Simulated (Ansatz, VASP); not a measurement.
HfN: VASP beside Ansatz

File INCAR:

```
  ALGO = Normal
  EDIFF = 1E-6
  ENCUT = 520
  GGA = PS
  ISIF = 2
  ISMEAR = 0
  LASPH = T
  LCHARG = F
  LREAL = F
  LWAVE = F
  NBANDS = 14
  NELM = 100
  PREC = Accurate
  SIGMA = 0.15
```

KPOINTS

```
k-points
0
Gamma
  16 16 16
```

Contents of POSCAR:

```
HfN
1.0
    0.0000000000      2.3320809000      2.5775631000
    2.3320809000      0.0000000000      2.5775631000
    2.3320809000      2.3320809000      0.0000000000
Hf N
1 1
Direct
    0.0000000000      0.0000000000      0.0000000000
    0.7500000000      0.7500000000      0.7500000000
```

Input for Ansatz:

```yaml
crystal:
  lattice:
    - [0.0, 2.3320809, 2.5775631]
    - [2.3320809, 0.0, 2.5775631]
    - [2.3320809, 2.3320809, 0.0]
  atoms:
    - { symbol: Hf, position: [0.0, 0.0, 0.0] }
    - { symbol: "N", position: [0.75, 0.75, 0.75] }
basis:
  ecutwfc: 420
kpoints:
  mp_grid: { grid: [16, 16, 16] }
hamiltonian:
  xc: pbesol
scf:
  occupations: { method: gaussian, width: 0.15 }
output:
  forces: true
  stress: true
  eigenvalues: true
```

Change from the starting cell: strain -0.050 along x and y, +0.050 along z, atoms carried along.

Alike in both runs: task single point; functional PBEsol; k mesh 16 × 16 × 16; occupations gaussian, width 0.15 eV; no spin polarisation.

```csv
,VASP,Ansatz
version,VASP 6.6.1,Ansatz 0.2.0
potentials or method,"VASP PAW PBE potentials, release 64 (Hf_pv, N), cutoff 520 eV","scalar-relativistic, plane waves, PAW"
valence electrons in the cell,15,31
```

```csv
,VASP,Ansatz,Ansatz less VASP
gap on the k mesh at the Fermi level (eV),none,none,-
pressure (GPa),4.6,5.4,+0.80
"traceless stress, the component that is largest in VASP (GPa)",-11.21,-11.20,+0.007
```

VASP's potentials were made for PBE, not for PBEsol. A gap of «none» marks a metal or a gap that the smearing closes. VASP's potentials hold 15 valence electrons a cell and Ansatz's 31, so a difference there can come from the potentials and not from the codes.

Neither program's run includes spin-orbit coupling.
